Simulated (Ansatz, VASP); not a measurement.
# One calculation of W, two programs

```
W
1.0
     0.00000    1.96652    2.16317
     1.96652    0.00000    2.16317
     1.96652    1.96652    0.00000
W
1
Direct
  0.00000 0.00000 0.00000
```

Alike in both runs: task single point; functional r2SCAN; k mesh 22 × 22 × 22; occupations gaussian, width 0.15 eV; no spin polarisation.

|  | VASP | Ansatz |
| --- | --- | --- |
| version | VASP 6.6.1 | Ansatz 0.2.0 |
| potentials or method | VASP PAW PBE potentials, release 64 (W_sv), cutoff 520 eV | scalar-relativistic, plane waves, PAW |
| valence electrons in the cell | 14 | 14 |

```csv
,VASP,Ansatz,Ansatz less VASP
gap on the k mesh at the Fermi level (eV),none,none,-
pressure (GPa),-7.9,-8.8,-0.97
"traceless stress, the component that is largest in VASP (GPa)",10.50,10.46,-0.042
```

VASP's potentials were made for PBE, not for r2SCAN. A gap of «none» marks a metal or a gap that the smearing closes.

Spin-orbit coupling is off throughout.
